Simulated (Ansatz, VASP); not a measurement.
## Two plane-wave programs on BaTiO3

Contents of INCAR:

```
PREC = Accurate ; ENCUT = 520
EDIFF = 1E-6 ; ISMEAR = 0
SIGMA = 0.05 ; LREAL = False
LASPH = True ; NELM = 100
ALGO = Normal ; ISIF = 2
LWAVE = False ; LCHARG = False
GGA = PE ; NBANDS = 28
```

File KPOINTS:

```
regular mesh
0
Gamma
  8 8 8
```

POSCAR

```
BaTiO3
1.0
    4.0192318615      0.0000000000      0.0000000000
    0.0000000000      4.0192318615      0.0000000000
    0.0000000000      0.0000000000      4.0192813204
Ba Ti O
1 1 3
Direct
    0.0000000000      0.0000000000      0.0000000000
    0.5000000000      0.5000000000      0.5000000000
    0.4824069174      0.4824069174     -0.0248800699
    0.5000000000      0.0000000000      0.5000000000
    0.0000000000      0.5000000000      0.5000000000
```

Input for Ansatz:

```yaml
crystal:
  lattice:
    - [4.0192318615, 0.0, 0.0]
    - [0.0, 4.0192318615, 0.0]
    - [0.0, 0.0, 4.0192813204]
  atoms:
    - { symbol: Ba, position: [0.0, 0.0, 0.0] }
    - { symbol: Ti, position: [0.5, 0.5, 0.5] }
    - { symbol: O, position: [0.4824069174, 0.4824069174, -0.0248800699] }
    - { symbol: O, position: [0.5, 0.0, 0.5] }
    - { symbol: O, position: [0.0, 0.5, 0.5] }
basis:
  ecutwfc: 420
kpoints:
  mp_grid: { grid: [8, 8, 8] }
hamiltonian:
  xc: pbe
scf:
  occupations: { method: gaussian, width: 0.05 }
output:
  forces: true
  stress: true
  eigenvalues: true
```

Alike in both runs: task single point; functional PBE; k mesh 8 × 8 × 8; occupations gaussian, width 0.05 eV; no spin polarisation.

|  | VASP | Ansatz |
| --- | --- | --- |
| version | VASP 6.6.1 | Ansatz 0.2.0 |
| potentials or method | VASP PAW PBE potentials, release 64 (Ba_sv, Ti_sv, O), cutoff 520 eV | scalar-relativistic, plane waves, PAW |
| valence electrons in the cell | 40 | 40 |

|  | VASP | Ansatz | Ansatz less VASP |
| --- | --- | --- | --- |
| gap on the k mesh at the Fermi level (eV) | 1.74 | 1.80 | +0.065 |
| least direct gap on the mesh (eV) | 1.95 | 1.97 | +0.025 |
| pressure (GPa) | 2.5 | 0.7 | -1.73 |
| traceless stress, the component that is largest in VASP (GPa) | 0.59 | 0.57 | -0.020 |
| rms of the force components (eV/Å) | 0.311 | 0.308 | -0.0033 |

Atom by atom the forces differ by 0.016 eV/Å (rms over components).

Spin-orbit coupling is off throughout.
